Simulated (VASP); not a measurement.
# TiO2: single point with LDA

The system is TiO2.

```
Ti O
1.0
     4.57864    0.00000    0.00000
     0.00000    4.57864    0.00000
     0.00000    0.00000    2.94910
Ti O
2 4
Direct
  0.00000 0.00000 0.00000
  0.50000 0.50000 0.50000
  0.30600 0.30600 0.00000
  0.19400 0.80600 0.50000
  0.69400 0.69400 0.00000
  0.80600 0.19400 0.50000
```

```
Program                : VASP 6.6.1
Task                   : single point
Functional             : LDA
Potentials or basis    : VASP PAW LDA potentials, release 64 (Ti_sv, O)
Cutoff                 : 520 eV
k mesh                 : 7 × 7 × 10
Occupations            : fermi-dirac, width 0.05 eV
Spin                   : no spin polarisation
Dipole correction      : no
Further INCAR settings : ALGO = Normal; EDIFF = 1e-07; NBANDS = 33
```

The pressure is -4.4 GPa and the largest force is 0.188 eV/Å. The band gap on the k mesh is 1.85 eV.

Forces in eV/Å, atoms in the order of the input:
```
Ti   0.000  0.000  0.000
Ti   0.000  0.000  0.000
O   -0.133 -0.133  0.000
O    0.133 -0.133  0.000
O    0.133  0.133  0.000
O   -0.133  0.133  0.000
```

Stress tensor (GPa, compression positive):
```
-3.66  0.00  0.00
 0.00 -3.66  0.00
 0.00  0.00 -5.75
```

Levels at points of the mesh, in eV from the valence-band top:
```csv
k point,band 21,band 22,band 23,band 24,band 25,band 26,band 27,band 28
"(0.00, 0.00, 0.00)",-0.68,-0.43,-0.43,0.00,1.85,2.17,2.41,2.48
"(0.00, 0.00, 0.50)",-2.44,-2.44,-1.44,-1.44,2.96,2.96,3.15,3.15
```

Run time: 2.6 min on 1 thread of AMD EPYC 7R43 64-Core Processor (Zen 3), on a shared host, peak memory 0.18 GiB.

Caveat: the cell stands under tension; an odd mesh through Γ misses points on the zone boundary, where band edges can lie.
